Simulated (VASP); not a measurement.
Runs of VASP 6.6.1 on Pd. The structure is that of space group Fm-3m (No. 225), or close to it. The cells are those of the table. 

| task | cell | k mesh for the DOS | occupations for the DOS | gap on the mesh (eV) | pressure (GPa) |
| --- | --- | --- | --- | --- | --- |
| single point | a = 2.828 Å, angles 60.0°, 1 atom | - | - | none | -15.2 |
| single point | a = 2.684 Å, angles 60.0°, 1 atom | - | - | none | 14.6 |
| single point | a = 2.794 Å, angles 60.0°, 1 atom | - | - | none | -10.3 |
| single point | a = 2.712 Å, angles 60.0°, 1 atom | - | - | none | 6.4 |
| single point | a = 2.767 Å, angles 60.0°, 1 atom | - | - | none | (a) |
| single point | a = 2.655 Å, angles 60.0°, 1 atom | - | - | none | 24.4 |
| single point | a = 2.740 Å, angles 60.0°, 1 atom | - | - | none | (b) |

Alike in all rows: level PBEsol; potentials or basis VASP PAW PBE potentials, release 64 (Pd); no spin polarisation; k mesh 18 × 18 × 18; cutoff (eV) 520; smearing gaussian 0.1 eV.

Problem. Fill in the values left out.

Solution. (a) -5.9; (b) -0.3.

Caveats: the PAW data sets were made with another functional, which shifts forces and pressure a little.

A k mesh can miss the band edges, and the runs leave out spin-orbit coupling on Pd.

A gap of «none» marks levels without a gap at the run's occupations.
